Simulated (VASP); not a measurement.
# Pb (Fm-3m) in VASP: notebook

Runs on Pb. Level: PBEsol. Tasks: single point.

Everything below comes from runs of VASP 6.6.1. Logs are shortened: lines on timing, memory, paths and dates and some standing lists are left out, and cuts for length are marked.

## Step 1: The cell of the first run

It takes space group Fm-3m (No. 225, cubic). The conventional cell has a = 4.462 Å, b = 4.462 Å, c = 4.462 Å, α = 90.00°, β = 90.00°, γ = 90.00°. Within 4.2 Å of Pb (site symmetry m-3m) lie 12 Pb at 3.16 Å.

## Step 2: Single point, PBEsol

INCAR

```
PREC = Accurate ; ENCUT = 520
EDIFF = 1E-6 ; ISMEAR = -1
SIGMA = 0.05 ; LREAL = F
LASPH = T ; NELM = 80
ALGO = Normal ; ISIF = 2
LWAVE = F ; LCHARG = T
GGA = PS ; LELF = T
LVHAR = T ; NBANDS = 13
```

KPOINTS

```
Automatic mesh
0
Gamma
  9 9 9
```

POSCAR

```
Pb
1.0
    0.0000000000      2.2311246393      2.2311246393
    2.2311246393      0.0000000000      2.2311246393
    2.2311246393      2.2311246393      0.0000000000
Pb
1
Direct
    0.0000000000      0.0000000000      0.0000000000
```

Potentials or basis: VASP PAW PBE potentials, release 64 (Pb_d).

Launch:

```console
$ cat potpaw_PBE.64/Pb_d/POTCAR > POTCAR
$ mpirun -np 1 vasp_std > vasp.out
```

OUTCAR:

```text
PREC = Accurate
   ENCUT = 520
   EDIFF = 1E-6
   ISMEAR = -1
   LREAL = F
   LASPH = T
   NELM = 80
   ISIF = 2
   GGA = PS

 ion  position               nearest neighbor table
   1  0.000  0.000  0.000-

  LATTYP: Found a face centered cubic cell.
 ALAT       =     4.4622492786

  Lattice vectors:

 A1 = (   0.0000000000,   2.2311246393,   2.2311246393)
 A2 = (   2.2311246393,   0.0000000000,   2.2311246393)
 A3 = (   2.2311246393,   2.2311246393,   0.0000000000)

Analysis of symmetry for initial positions (statically):
[... 5 lines left out ...]
 face centered cubic supercell.

 Subroutine GETGRP returns: Found 48 space group operations
 (whereof 48 operations were pure point group operations)
 out of a pool of 48 trial point group operations.

The static configuration has the point symmetry O_h .

Analysis of symmetry for dynamics (positions and initial velocities):
[... 5 lines left out ...]
 face centered cubic supercell.

 Subroutine GETGRP returns: Found 48 space group operations
 (whereof 48 operations were pure point group operations)
 out of a pool of 48 trial point group operations.

The dynamic configuration has the point symmetry O_h .

 Subroutine INISYM returns: Found 48 space group operations
 (whereof 48 operations are pure point group operations),
 and found     1 'primitive' translations

----------------------------------------------------------------------------------------

                                     Primitive cell

  volume of cell :      22.2127

  direct lattice vectors                    reciprocal lattice vectors
     0.000000000  2.231124639  2.231124639    -0.224102227  0.224102227  0.224102227
     2.231124639  0.000000000  2.231124639     0.224102227 -0.224102227  0.224102227
     2.231124639  2.231124639  0.000000000     0.224102227  0.224102227 -0.224102227

  length of vectors
     3.155286724  3.155286724  3.155286724     0.388156443  0.388156443  0.388156443

  position of ions in fractional coordinates (direct lattice)
     0.000000000  0.000000000  0.000000000

  ion indices of the primitive-cell ions
   primitive index   ion index
                 1           1

----------------------------------------------------------------------------------------

 KPOINTS: Automatic mesh

Automatic generation of k-mesh.
 Grid dimensions read from file:
 generate k-points for:    9    9    9

 Generating k-lattice:

  Cartesian coordinates                     Fractional coordinates (reciprocal lattice)
    -0.024900247  0.024900247  0.024900247     0.111111111  0.000000000  0.000000000
     0.024900247 -0.024900247  0.024900247     0.000000000  0.111111111  0.000000000
     0.024900247  0.024900247 -0.024900247     0.000000000  0.000000000  0.111111111

  Length of vectors
     0.043128494  0.043128494  0.043128494

  Shift w.r.t. Gamma in fractional coordinates (k-lattice)
     0.000000000  0.000000000  0.000000000

 Subroutine IBZKPT returns following result:
 ===========================================

 Found     35 irreducible k-points:

 Following reciprocal coordinates:
            Coordinates               Weight
  0.000000  0.000000  0.000000      1.000000
  0.111111  0.000000  0.000000      8.000000
  0.222222  0.000000  0.000000      8.000000
  0.333333  0.000000  0.000000      8.000000
  0.444444  0.000000  0.000000      8.000000
  0.111111  0.111111  0.000000      6.000000
[... 16 lines left out ...]
 -0.333333  0.333333  0.000000     12.000000
  0.444444  0.444444  0.000000      6.000000
 [... further k-points ...]
   k-points           NKPTS =     35   k-points in BZ     NKDIM =     35   number of bands    NBANDS=     13
   number of dos      NEDOS =    301   number of ions     NIONS =      1
   total plane-waves  NPLWV =  13824
   dimension x,y,z NGX =    24 NGY =   24 NGZ =   24
   dimension x,y,z NGXF=    48 NGYF=   48 NGZF=   48
   ions per type =               1
   NGX,Y,Z   is equivalent  to a cutoff of  12.65, 12.65, 12.65 a.u.
   NGXF,Y,Z  is equivalent  to a cutoff of  25.29, 25.29, 25.29 a.u.
 SYSTEM =  unknown system
   PREC   = accura    normal or accurate (medium, high low for compatibility)
   ISTART =      0    job   : 0-new  1-cont  2-samecut
   ICHARG =      2    charge: 1-file 2-atom 10-const
   ISPIN  =      1    spin polarized calculation?
   LNONCOLLINEAR =      F non collinear calculations
   LSORBIT =      F    spin-orbit coupling
   LASPH  =      T    aspherical Exc in radial PAW
   ENCUT  =  520.0 eV  38.22 Ry    6.18 a.u.   5.87  5.87  5.87*2*pi/ulx,y,z
   NELM   =     80;   NELMIN=  2; NELMDL= -5     # of ELM steps
   EDIFF  = 0.1E-05   stopping-criterion for ELM
   LREAL  =      F    real-space projection
   EDIFFG = 0.1E-04   stopping-criterion for IOM
   NSW    =      0    number of steps for IOM
   IBRION =     -1    ionic relax: 0-MD 1-quasi-New 2-CG
   NFREE  =      0    steps in history (QN), initial steepest desc. (CG)
   ISIF   =      2    stress and relaxation
   ISYM   =      2    0-nonsym 1-usesym 2-fastsym
   POTIM  = 0.5000    time-step for ionic-motion
   TEBEG  =    0.0;   TEEND  =   0.0 temperature during run
   PSTRESS=    0.0 pullay stress
   NELECT =      14.0000    total number of electrons
   NUPDOWN=      -1.0000    fix difference up-down
   EMIN   =  10.00;   EMAX   =-10.00  energy-range for DOS
   EFERMI =   0.00;   METHOD = LEGACY
   ISMEAR =    -1;   SIGMA  =   0.05  broadening in eV -4-tet -1-fermi 0-gaus
   EFERMI_NEDOS =   21; number of points for ismear=-14 and -15
   IALGO  =     38    algorithm
   IMIX   =      4    mixing-type and parameters
     AMIX     =   0.40;   BMIX     =  1.00
     AMIX_MAG =   1.60;   BMIX_MAG =  1.00
  volume/ion in A,a.u.               =      22.21       149.90
  Fermi-wavevector in a.u.,A,eV,Ry     =   1.403623  2.652462 26.805604  1.970156
  Thomas-Fermi vector in A             =   2.526266
   LORBIT       =      0    0 simple, 1 ext, 2 COOP (PROOUT), +10 PAW based schemes
   GGA     = PS    functional components
   LHFCALC =     F    Hartree Fock is set to
   AEXX    =    0.0000 exact exchange contribution
   IVDW    =     0    specifies the selected vdW correction
   LEPSILON=     F    determine dielectric tensor
   LRPA    =     F    only Hartree local field effects (RPA)
 non-spin polarized calculation
  energy-cutoff  :      520.00
  volume of cell :       22.21
 maximum number of plane-waves:       612
   NGX = 11   NGY = 11   NGZ = 11

 number of electron      14.0000000 magnetization

 Free energy of the ion-electron system (eV)
  ---------------------------------------------------
  ext. energy  EPLUGINS =         0.00000000
  ---------------------------------------------------
  free energy    TOTEN  =        -3.47684693 eV

  energy without entropy =       -3.47336847  energy(sigma->0) =       -3.47510770

 E-fermi :  11.1970     XC(G=0): -11.9308

 val. band max:       11.1850995485   @ k =  -0.2222   0.2222   0.0000
 cond. band min:      11.7831013613   @ k =  -0.4444   0.3333   0.1111
 fundamental gap:      0.5980018128
 Fermi energy:        11.1969826404

 k-point     1 :       0.0000    0.0000    0.0000
  band No.  band energies     occupation
      1      -6.2565      2.00000
      2      -6.2565      2.00000
      3      -6.2565      2.00000
      4      -5.9056      2.00000
      5      -5.9056      2.00000
      6      -3.1654      2.00000
      7      20.8943      0.00000
      8      21.1492      0.00000
      9      21.1492      0.00000
     10      21.1492      0.00000
     11      26.3329      0.00000
     12      26.3329      0.00000
     13      26.3455      0.00000

 k-point     2 :       0.1111    0.0000    0.0000
  band No.  band energies     occupation
      1      -6.2678      2.00000
      2      -6.2178      2.00000
      3      -6.2178      2.00000
      4      -5.9086      2.00000
      5      -5.9086      2.00000
      6      -2.8406      2.00000
      7      18.0539      0.00000
      8      20.8438      0.00000
      9      20.8438      0.00000
     10      21.0019      0.00000
     11      25.8128      0.00000
     12      26.5647      0.00000
     13      26.5647      0.00000

 k-point     3 :       0.2222    0.0000    0.0000
  band No.  band energies     occupation
      1      -6.3170      2.00000
      2      -6.1715      2.00000
      3      -6.1715      2.00000
      4      -5.8609      2.00000
      5      -5.8609      2.00000
      6      -1.8370      2.00000
      7      13.6061      0.00000
      8      20.0922      0.00000
      9      20.0922      0.00000
     10      21.0347      0.00000
     11      24.6740      0.00000
     12      25.7587      0.00000
     13      25.7587      0.00000

 k-point     4 :       0.3333    0.0000    0.0000
  band No.  band energies     occupation
      1      -6.3951      2.00000
      2      -6.1973      2.00000
      3      -6.1973      2.00000
      4      -5.7213      2.00000
      5      -5.7213      2.00000
      6      -0.1453      2.00000
      7       9.4534      2.00000
      8      19.2409      0.00000
      9      19.2409      0.00000
     10      20.7486      0.00000
     11      24.1008      0.00000
     12      24.9496      0.00000
     13      24.9496      0.00000

 k-point     5 :       0.4444    0.0000    0.0000
  band No.  band energies     occupation
      1      -6.4532      2.00000
      2      -6.2322      2.00000
      3      -6.2322      2.00000
      4      -5.6079      2.00000
      5      -5.6079      2.00000
      6       2.0503      2.00000
      7       6.0007      2.00000
      8      18.6848      0.00000
      9      18.6848      0.00000
     10      20.4282      0.00000
     11      23.9800      0.00000
     12      24.5775      0.00000
     13      24.5775      0.00000
[... 257 lines left out ...]
 k-point    22 :      -0.4444    0.3333    0.0000
  band No.  band energies     occupation
      1      -6.5322      2.00000
      2      -6.3048      2.00000
      3      -5.7789      2.00000
      4      -5.7614      2.00000
      5      -5.5786      2.00000
      6       4.2203      2.00000
      7       7.9021      2.00000
      8      10.4115      2.00000
      9      14.7218      0.00000
     10      18.7421      0.00000
     11      23.8362      0.00000
     12      29.3114      0.00000
     13      30.2829      0.00000

 k-point    23 :      -0.3333    0.3333    0.0000
  band No.  band energies     occupation
      1      -6.4422      2.00000
      2      -6.0757      2.00000
      3      -5.9487      2.00000
      4      -5.8512      2.00000
      5      -5.6868      2.00000
      6       3.9885      2.00000
      7       8.8122      2.00000
      8       8.9262      2.00000
      9      15.8661      0.00000
     10      19.1512      0.00000
     11      27.3080      0.00000
     12      28.4164      0.00000
     13      28.7520      0.00000

 k-point    24 :       0.4444    0.4444    0.0000
  band No.  band energies     occupation
      1      -6.6792      2.00000
      2      -6.5143      2.00000
      3      -5.6220      2.00000
      4      -5.5370      2.00000
      5      -5.5370      2.00000
      6       3.7647      2.00000
      7       7.8406      2.00000
      8      13.6542      0.00000
      9      13.6542      0.00000
     10      17.8169      0.00000
     11      19.1105      0.00000
     12      31.1949      0.00000
     13      34.6790      0.00000

 [... further k-points ...]
[... 5 lines left out ...]
  --------------------------------------------------------------------------------------
  -------------------------------------------------------------------------------------
  Total        4.1390195      4.1390195      4.1390195      0.0000000     -0.0000000      0.0000000
  in kB      298.5427758    298.5427758    298.5427758      0.0000000     -0.0000000      0.0000000
  external PRESSURE =     298.5427758 kB  Pullay stress =       0.0000000 kB

 VOLUME and BASIS-vectors are now :
 -----------------------------------------------------------------------------
  energy-cutoff  :      520.00
  volume of cell :       22.21
      direct lattice vectors                 reciprocal lattice vectors
     0.000000000  2.231124639  2.231124639    -0.224102227  0.224102227  0.224102227
     2.231124639  0.000000000  2.231124639     0.224102227 -0.224102227  0.224102227
     2.231124639  2.231124639  0.000000000     0.224102227  0.224102227 -0.224102227

 POSITION                                       TOTAL-FORCE (eV/Angst)
 -----------------------------------------------------------------------------------
      0.00000      0.00000      0.00000         0.000000      0.000000      0.000000
 -----------------------------------------------------------------------------------
    total drift:                                0.000000      0.000000      0.000000

  FREE ENERGIE OF THE ION-ELECTRON SYSTEM (eV)
  ---------------------------------------------------
  free  energy   TOTEN  =        -3.4768469308 eV

  energy  without entropy=       -3.4733684748  energy(sigma->0) =       -3.47510770
```

It took 10 s on 1 thread of Intel Xeon Platinum 8375C at 2.90GHz (Ice Lake), shared host; peak memory 0.14 GiB.

What came out:

```
Free energy            : -3.4768 eV
Pressure               : 29.9 GPa
Band gap on the k mesh : zero (band 7 reaches 20.89 eV, above the bottom of band 8 at 8.93 eV)
```

Caveat: the PAW data sets were made with another functional, which shifts forces and pressure a little; spin-orbit coupling is left out, which moves the levels of the heavy elements.

## Step 3: Single point, PBEsol

This run uses another cell than the first one, of 23.70 Å³/atom, 1.067 times its volume.

INCAR

```
SYSTEM = Pb
  PREC = Accurate
  ENCUT = 520
  EDIFF = 1E-7
  ISMEAR = -1
  SIGMA = 0.05
  LREAL = .False.
  LASPH = .True.
  NELM = 100
  ALGO = Normal
  ISIF = 2
  LWAVE = .False.
  LCHARG = .False.
  GGA = PS
  NBANDS = 13
```

KPOINTS

```
regular mesh
0
Gamma
  9 9 9
  0 0 0
```

POSCAR

```
Pb
1.0
    0.0000000000      2.2797857630      2.2797857630
    2.2797857630      0.0000000000      2.2797857630
    2.2797857630      2.2797857630      0.0000000000
Pb
1
Direct
    0.0000000000      0.0000000000      0.0000000000
```

Potentials or basis: VASP PAW PBE potentials, release 64 (Pb_d).

Launch:

```console
$ cat potpaw_PBE.64/Pb_d/POTCAR > POTCAR
$ mpirun -np 1 vasp_std > vasp.out
```

OUTCAR:

```text
SYSTEM = Pb
   PREC = Accurate
   ENCUT = 520
   EDIFF = 1E-7
   ISMEAR = -1
   LREAL = .False.
   LASPH = .True.
   NELM = 100
   ISIF = 2
   GGA = PS

 ion  position               nearest neighbor table
   1  0.000  0.000  0.000-

  LATTYP: Found a face centered cubic cell.
 ALAT       =     4.5595715260

  Lattice vectors:

 A1 = (   0.0000000000,   2.2797857630,   2.2797857630)
 A2 = (   2.2797857630,   0.0000000000,   2.2797857630)
 A3 = (   2.2797857630,   2.2797857630,   0.0000000000)

Analysis of symmetry for initial positions (statically):
[... 5 lines left out ...]
 face centered cubic supercell.
[... 546 lines left out ...]
      6       2.9145      2.00000
      7       6.9772      2.00000
      8      12.6367      0.00000
      9      12.6367      0.00000
     10      16.5685      0.00000
     11      17.8483      0.00000
     12      29.8933      0.00000
     13      33.0072      0.00000

 [... further k-points ...]
[... 5 lines left out ...]
  --------------------------------------------------------------------------------------
  -------------------------------------------------------------------------------------
  Total        2.9393093      2.9393093      2.9393093      0.0000000      0.0000000      0.0000000
  in kB      198.7209978    198.7209978    198.7209978      0.0000000      0.0000000      0.0000000
  external PRESSURE =     198.7209978 kB  Pullay stress =       0.0000000 kB

 VOLUME and BASIS-vectors are now :
 -----------------------------------------------------------------------------
  energy-cutoff  :      520.00
  volume of cell :       23.70
      direct lattice vectors                 reciprocal lattice vectors
     0.000000000  2.279785763  2.279785763    -0.219318854  0.219318854  0.219318854
     2.279785763  0.000000000  2.279785763     0.219318854 -0.219318854  0.219318854
     2.279785763  2.279785763  0.000000000     0.219318854  0.219318854 -0.219318854

 POSITION                                       TOTAL-FORCE (eV/Angst)
 -----------------------------------------------------------------------------------
      0.00000      0.00000      0.00000         0.000000      0.000000      0.000000
 -----------------------------------------------------------------------------------
    total drift:                                0.000000      0.000000     -0.000000

  FREE ENERGIE OF THE ION-ELECTRON SYSTEM (eV)
  ---------------------------------------------------
  free  energy   TOTEN  =        -3.7059415852 eV

  energy  without entropy=       -3.7020192190  energy(sigma->0) =       -3.70398040
```

It took 10 s on 1 thread of Intel Xeon Platinum 8375C at 2.90GHz (Ice Lake), shared host; peak memory 0.14 GiB.

What came out:

- Free energy: -3.7059 eV
- Pressure: 19.9 GPa
- Band gap on the k mesh: zero (band 7 reaches 19.66 eV, above the bottom of band 8 at 8.12 eV)

Levels at points of the mesh, in eV from the Fermi level:
| k point | band 5 | band 6 | band 7 | band 8 | band 9 | band 10 |
| --- | --- | --- | --- | --- | --- | --- |
| (0.00, 0.00, 0.00) | -16.90 | -13.62 | 9.55 | 9.55 | 9.55 | 9.88 |

Caveat: the PAW data sets were made with another functional, which shifts forces and pressure a little; spin-orbit coupling is left out, which moves the levels of the heavy elements.
